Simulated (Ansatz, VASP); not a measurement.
MgH2 in VASP and in Ansatz

Contents of POSCAR:

```
MgH2
1.0
    4.5292848771      0.0000000000      0.0000000000
    0.0000000000      4.5292848771      0.0000000000
    0.0000000000      0.0000000000      3.0261454847
Mg H
2 4
Direct
    0.0000000000      0.0000000000      0.0000000000
    0.5000000000      0.5000000000      0.5000000000
    0.3046815063      0.3046815063      0.0000000000
    0.1953184937      0.8046815063      0.5000000000
    0.8046815063      0.1953184937      0.5000000000
    0.6953184937      0.6953184937      0.0000000000
```

Contents of INCAR.step1:

```
ALGO = Normal
EDIFF = 1E-4
ENCUT = 520
GGA = PE
ISMEAR = 0
LASPH = T
LCHARG = F
LREAL = F
LWAVE = T
NBANDS = 13
NELM = 100
PREC = Accurate
SIGMA = 0.01
```

Contents of INCAR.step2:

```
ALGO = Normal
EDIFF = 1E-6
ENCUT = 520
ISIF = 2
ISMEAR = 0
ISTART = 1
LASPH = T
LCHARG = F
LMIXTAU = T
LREAL = F
LWAVE = F
METAGGA = R2SCAN
NBANDS = 13
NELM = 100
PREC = Accurate
SIGMA = 0.01
```

KPOINTS

```
k-points
0
Gamma
  6 6 8
```

Input for Ansatz:

```yaml
crystal:
  lattice:
    - [4.5292848771, 0.0, 0.0]
    - [0.0, 4.5292848771, 0.0]
    - [0.0, 0.0, 3.0261454847]
  atoms:
    - { symbol: Mg, position: [0.0, 0.0, 0.0] }
    - { symbol: Mg, position: [0.5, 0.5, 0.5] }
    - { symbol: H, position: [0.3046815063, 0.3046815063, 0.0] }
    - { symbol: H, position: [0.1953184937, 0.8046815063, 0.5] }
    - { symbol: H, position: [0.8046815063, 0.1953184937, 0.5] }
    - { symbol: H, position: [0.6953184937, 0.6953184937, 0.0] }
kpoints:
  mp_grid: { grid: [6, 6, 8] }
hamiltonian:
  xc: r2scan
scf:
  occupations: { method: fixed }
  n_extra_bands: 5
output:
  forces: true
  stress: true
  eigenvalues: true
```

Alike in both runs: task single point; functional r2SCAN; k mesh 6 × 6 × 8; no spin polarisation.

```csv
,VASP,Ansatz
version,VASP 6.6.1,Ansatz 0.2.0
potentials or method,"VASP PAW PBE potentials, release 64 (Mg, H)","plane waves, PAW"
plane-wave cutoff (eV),520,500
occupations,"gaussian, width 0.01 eV",fixed
valence electrons in the cell,8,24
```

```tsv
	VASP	Ansatz	Ansatz less VASP
gap on the k mesh at the Fermi level (eV)	4.40	4.41	+0.019
pressure (GPa)	-2.0	-1.5	+0.42
traceless stress, the component that is largest in VASP (GPa)	-0.44	-0.35	+0.084
rms of the force components (eV/Å)	0.005	0.005	-0.0004
```

VASP's potentials were made for PBE, not for r2SCAN. Atom by atom the forces differ by 0.000 eV/Å (rms over components). VASP's potentials hold 8 valence electrons a cell and Ansatz's 24, so a difference there can come from the potentials and not from the codes.
